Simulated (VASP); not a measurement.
Runs of VASP 6.6.1 on MnAl3. The structure is that of space group Fm-3m (No. 225), or close to it. The cells are those of the table. 

```tsv
spin	fixed moment (μB)	cell	k mesh	gap on the mesh (eV)	pressure (GPa)	moment (μB)
collinear, zero start	0.0	a = 4.298 Å, angles 60.0°, 4 atoms	12 × 12 × 12	-	-2.4	0.00
collinear, ferromagnetic start	-	a = 4.298 Å, angles 60.0°, 4 atoms	12 × 12 × 12	none	0.0	1.50
off	-	a = 4.298 Å, angles 60.0°, 4 atoms	12 × 12 × 12	none	(a)	-
collinear, ferromagnetic start	-	a = 4.287 Å, angles 60.0°, 4 atoms	6 × 6 × 6	none	(b)	1.21
```

Alike in all rows: task single point; level PBE; potentials or basis VASP PAW PBE potentials, release 64 (Al, Mn_pv); cutoff (eV) 520; smearing gaussian 0.1 eV.

**Question.** Estimate the missing entries.

**Answer.** (a) -2.3; (b) 0.5.

Caveats: the total moment is fixed, so each spin has its own Fermi level (some runs); the moment fell far below its start of 4 μB, so a state of higher moment may lie lower in energy (some runs).

A gap of «none» marks levels without a gap at the run's occupations.
